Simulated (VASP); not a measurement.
Runs of VASP 6.6.1 on MnS. It takes space group F-43m (No. 216, cubic). Conventional cell: a = 5.600 Å, b = 5.600 Å, c = 5.600 Å, α = 90.00°, β = 90.00°, γ = 90.00°. Within 3.2 Å of Mn (site symmetry -43m) lie 4 S at 2.42 Å. S (site symmetry -43m) has 4 Mn at 2.42 Å within 3.2 Å. 

```tsv
level	spin	U	gap on the mesh (eV)	pressure (GPa)	moment (μB)
r2SCAN	off	-	none	(b)	-
PBE+U	collinear, antiferromagnetic start	Mn d U = 4.0 eV	2.28	3.7	0.00
PBE+U	collinear, ferromagnetic start	Mn d U = 4.0 eV	(c)	5.3	(a)
PBE+U	off	Mn d U = 4.0 eV	none	-14.3	-
PBE	off	-	none	-20.7	-
```

Alike in all rows: task single point; potentials or basis VASP PAW PBE potentials, release 64 (Mn_pv, S); cell as given; k mesh 4 × 8 × 8; cutoff (eV) 520; smearing fermi-dirac 0.05 eV.

**Question.** Fill in the values left out.

**Answer.** (a) 10.00; (b) -21.6; (c) 1.14.

Caveats: the cell stands under tension (at least some runs); semilocal functionals often make such compounds metallic where correlation or magnetic order opens a gap, which also shifts bond lengths (at least some runs); the cell stands under pressure (at least some runs); the PAW data sets were made with another functional, which shifts forces and pressure a little (at least some runs); U without spin polarisation on a metal has little footing (at least some runs).

A k mesh can miss the band edges.

A gap of «none» marks levels without a gap at the run's occupations.
